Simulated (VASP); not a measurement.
Write the native input for VASP 6.6.1 that does the following.

| Item | Value |
| --- | --- |
| Task | single point |
| Functional | PBEsol |
| Dispersion | D3(BJ) |
| Potentials or basis | VASP PAW PBE potentials, release 64 (Mn_pv, F) |
| Cutoff | 520 eV |
| k mesh | 3 × 3 × 5 |
| Occupations | fermi-dirac, width 0.1 eV |
| Spin | collinear spin, ferromagnetic start |
| Starting moments | [4.0, 4.0, 0.0, 0.0, 0.0, 0.0] μB |
| Dipole correction | no |
| Further INCAR settings | ALGO = Normal; EDIFF = 1e-07; NBANDS = 40 |

The structure of MnF2 lies in POSCAR:

```
MnF2
1.0
    4.8738000000      0.0000000000      0.0000000000
    0.0000000000      4.8738000000      0.0000000000
    0.0000000000      0.0000000000      3.3107000000
Mn F
2 4
Direct
    0.0000000000      0.0000000000      0.0000000000
    0.5000000000      0.5000000000      0.5000000000
    0.3053000000      0.3053000000      0.0000000000
    0.1947000000      0.8053000000      0.5000000000
    0.6947000000      0.6947000000      0.0000000000
    0.8053000000      0.1947000000      0.5000000000
```

One way to write it, as run:

INCAR

```
PREC = Accurate
ENCUT = 520
EDIFF = 1E-7
ISMEAR = -1
SIGMA = 0.1
LREAL = False
LASPH = True
NELM = 150
ALGO = Normal
ISIF = 2
LWAVE = False
LCHARG = False
ISPIN = 2
MAGMOM = 4 4 0 0 0 0
LORBIT = 11
LMAXMIX = 4
GGA = PS
IVDW = 12
NBANDS = 40
```

KPOINTS

```
Automatic mesh
0
Gamma
  3 3 5
```

Potentials or basis: VASP PAW PBE potentials, release 64 (Mn_pv, F).

Launch:

```bash
$ cat potpaw_PBE.64/Mn_pv/POTCAR potpaw_PBE.64/F/POTCAR > POTCAR
$ mpirun -np 1 vasp_std > vasp.out
```

Results of the run:

```yaml
Pressure: -2.2 GPa
Band_gap_on_the_k_mesh: 0.94 eV, direct
Net_moment: 10.00 μB per cell
Site_moments: Mn +4.58; F +0.09 μB
Valence_electrons_inside_the_program's_atomic_spheres: Mn 11.26; F 6.08
Dispersion_energy_per_atom: -0.123 eV
```

Caveat: the k points lie up to 0.43 Å⁻¹ apart; the PAW data sets were made with another functional, which shifts forces and pressure a little; only a ferromagnetic start was run, and an antiferromagnetic order may lie lower in energy.

Wall time 94 s on 1 thread of AMD EPYC 7R13 (shared host), peak memory 0.21 GiB.
